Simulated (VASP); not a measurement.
# Cr (Im-3m) in VASP: a series of runs, part 2 of 2

VASP 6.6.1.

## Step 3: Relaxation of cell and atoms, PBE+D3(BJ)

The input, INCAR:

```
SYSTEM = Cr
  PREC = Accurate
  ENCUT = 600
  EDIFF = 1E-6
  ISMEAR = 0
  SIGMA = 0.1
  LREAL = .FALSE.
  LASPH = .TRUE.
  NELM = 100
  ALGO = Fast
  ISIF = 3
  LWAVE = .FALSE.
  LCHARG = .FALSE.
  GGA = PE
  IVDW = 12
  IBRION = 2
  NSW = 100
  EDIFFG = -0.005
```

The input, KPOINTS:

```
regular mesh
0
G
  20 20 20
  0 0 0
```

The input, POSCAR:

```
Cr
1.0
   -1.4114709093      1.4114709093      1.4114709093
    1.4114709093     -1.4114709093      1.4114709093
    1.4114709093      1.4114709093     -1.4114709093
Cr
1
Direct
    0.0000000000      0.0000000000      0.0000000000
```

Potentials or basis: VASP PAW PBE potentials, release 64 (Cr_pv).

Launch:

```
cat potpaw_PBE.64/Cr_pv/POTCAR > POTCAR
mpirun -np 1 vasp_std > vasp.out
```

OUTCAR:

```text
SYSTEM = Cr
   PREC = Accurate
   ENCUT = 600
   EDIFF = 1E-6
   ISMEAR = 0
   LREAL = .FALSE.
   LASPH = .TRUE.
   NELM = 100
   ISIF = 3
   GGA = PE
   IVDW = 12
   IBRION = 2
   NSW = 100
   EDIFFG = -0.005
 IVDW          = 12

 ion  position               nearest neighbor table
   1  0.000  0.000  0.000-

  LATTYP: Found a body centered cubic cell.
 ALAT       =     2.8229418186

  Lattice vectors:

 A1 = (  -1.4114709093,   1.4114709093,   1.4114709093)
 A2 = (   1.4114709093,  -1.4114709093,   1.4114709093)
 A3 = (   1.4114709093,   1.4114709093,  -1.4114709093)

Analysis of symmetry for initial positions (statically):
=====================================================================
 Subroutine PRICEL returns:
 Original cell was already a primitive cell.

[... 328 lines left out ...]
  ---------------------------------------------------
  ext. energy  EPLUGINS =         0.00000000
  ---------------------------------------------------
  free energy    TOTEN  =        -9.51114583 eV

  energy without entropy =       -9.50784885  energy(sigma->0) =       -9.50949734

 E-fermi :  11.4250     XC(G=0): -13.8482

 val. band max:       11.4203989452   @ k =  -0.1500   0.2000   0.1000
 cond. band min:      11.4417914760   @ k =   0.1500   0.0500   0.0000
 fundamental gap:      0.0213925308
 Fermi energy:        11.4249623932

 k-point     1 :       0.0000    0.0000    0.0000
  band No.  band energies     occupation
      1     -31.2787      2.00000
      2     -31.2787      2.00000
      3     -31.2787      2.00000
      4       3.4425      2.00000
      5      10.4554      2.00000
      6      10.4554      2.00000
      7      10.4554      2.00000
      8      12.5899      0.00000
      9      12.5899      0.00000
     10      18.5311      0.00000
[... 287 lines left out ...]
 k-point    24 :       0.2500    0.1000    0.0000
  band No.  band energies     occupation
      1     -31.9583      2.00000
      2     -31.4969      2.00000
      3     -31.3172      2.00000
      4       6.6676      2.00000
      5       9.3613      2.00000
      6       9.9230      2.00000
      7      12.1991      0.00000
      8      12.8850      0.00000
      9      13.2400      0.00000
     10      18.5299      0.00000

 [... further k-points ...]

------------------------ aborting loop because EDIFF is reached ----------------------------------------

 Edisp (eV)   -0.51076

 E8    (eV) :    -0.2273
[... 24 lines left out ...]
  FREE ENERGIE OF THE ION-ELECTRON SYSTEM (eV)
  ---------------------------------------------------
  free  energy   TOTEN  =       -10.0219040565 eV

  energy  without entropy=      -10.0186070800  energy(sigma->0) =      -10.02025557

 reached required accuracy - stopping structural energy minimisation
```

Run time: 57 s. Hardware: 1 thread of Intel Xeon Platinum 8375C at 2.90GHz (Ice Lake), shared host; peak memory 0.17 GiB.

Results:

```
Free energy                            : -10.0219 eV
Relaxed volume                         : 11.21 Å³/atom
Relaxed cell                           : a = 2.442 Å, b = 2.442 Å, c = 2.442 Å, α = 109.47°, β = 109.47°, γ = 109.47°
Space group after relaxing (to 0.05 Å) : Im-3m (No. 229)
Energy gained by relaxing              : 0.1 meV/atom
Ionic steps                            : 5
Pressure after relaxing                : -0.1 GPa
Band gap on the k mesh                 : zero (band 6 reaches 13.95 eV, above the bottom of band 7 at 10.46 eV)
Dispersion energy per atom             : -0.511 eV
```

The path:
| step | energy change (eV) | largest force (eV/Å) | pressure (GPa) | volume (Å³) |
| --- | --- | --- | --- | --- |
| 1 | 0.0000 | 0.0000 | -0.83 | 11.25 |
| 2 | 0.0002 | 0.0000 | 1.27 | 11.15 |
| 3 | -0.0001 | 0.0000 | -0.14 | 11.21 |
| 4 | -0.0001 | 0.0000 | 0.23 | 11.21 |
| 5 | -0.0001 | 0.0000 | -0.07 | 11.21 |

Final structure:
```yaml
crystal:
  lattice:
    - [-1.40990, 1.40990, 1.40990]
    - [1.40990, -1.40990, 1.40990]
    - [1.40990, 1.40990, -1.40990]
  atoms:
    - { symbol: Cr, position: [0.00000, 0.00000, 0.00000] }
```

Levels at points of the mesh, in eV from the Fermi level:
```csv
k point,band 2,band 3,band 4,band 5,band 6,band 7,band 8,band 9,band 10
"(0.00, 0.00, 0.00)",-42.70,-42.70,-7.98,-0.97,-0.97,-0.97,1.16,1.16,7.11
"(0.50, 0.00, 0.00)",-43.02,-42.71,-4.60,-2.58,1.17,1.18,1.52,2.94,7.10
"(0.50, 0.50, 0.50)",-43.39,-43.39,-4.52,-4.52,2.53,2.53,2.53,7.10,10.87
```

Caveat: the run has no spin polarisation, though such a crystal can be magnetic; pairwise dispersion overbinds metals, which lowers pressure and volume. Spin polarisation is off, so any magnetic state and its effect on volume and gap are missing.

## Step 4: Single point, PBE+D3(BJ)

The input, INCAR:

```
PREC = Accurate
ENCUT = 500
EDIFF = 1E-6
ISMEAR = 0
SIGMA = 0.1
LREAL = False
LASPH = True
NELM = 120
ALGO = Normal
ISIF = 2
LWAVE = False
LCHARG = True
GGA = PE
IVDW = 12
LELF = True
LVHAR = True
NBANDS = 12
GGA_COMPAT = False
```

The input, KPOINTS:

```
regular mesh
0
Gamma
  10 10 10
```

POSCAR is that of step 3.

Launch:

```
cat potpaw_PBE.64/Cr_pv/POTCAR > POTCAR
mpirun -np 1 vasp_std > vasp.out
```

Wall time 10 s (1 thread of Intel Xeon Platinum 8259CL at 2.50GHz (Skylake/Cascade Lake), shared host); peak memory 0.12 GiB.

Results (log left out):

* Free energy: -10.0111 eV
* Pressure: -0.5 GPa
* Band gap on the k mesh: zero (band 6 reaches 13.87 eV, above the bottom of band 7 at 10.39 eV)
* Dispersion energy per atom: -0.509 eV

Levels at points of the mesh, in eV from the Fermi level:
| k point | band 2 | band 3 | band 4 | band 5 | band 6 | band 7 | band 8 | band 9 | band 10 | band 11 |
| --- | --- | --- | --- | --- | --- | --- | --- | --- | --- | --- |
| (0.00, 0.00, 0.00) | -42.75 | -42.75 | -7.99 | -1.00 | -1.00 | -1.00 | 1.12 | 1.12 | 7.05 | 22.47 |
| (0.50, 0.00, 0.00) | -43.06 | -42.76 | -4.62 | -2.61 | 1.13 | 1.14 | 1.48 | 2.88 | 7.05 | 10.19 |
| (0.50, 0.50, 0.50) | -43.43 | -43.43 | -4.53 | -4.53 | 2.47 | 2.47 | 2.47 | 7.05 | 10.81 | 10.81 |

Caveat: the run has no spin polarisation, though such a crystal can be magnetic; pairwise dispersion overbinds metals, which lowers pressure and volume.

## Step 5: Overview

```csv
task,cell,k mesh,cutoff (eV),gap on the mesh (eV),pressure (GPa)
single point,as given,20 × 20 × 20,520,none,-0.5
relaxation of cell and atoms,relaxed,20 × 20 × 20,600,none,-0.1
single point,as given,10 × 10 × 10,500,none,-0.5
```

Alike in all rows: level PBE+D3(BJ); potentials or basis VASP PAW PBE potentials, release 64 (Cr_pv); no spin polarisation; smearing gaussian 0.1 eV.

Caveats: the run has no spin polarisation, though such a crystal can be magnetic; pairwise dispersion overbinds metals, which lowers pressure and volume.

Absolute energies hang on the potentials; compare differences alone.
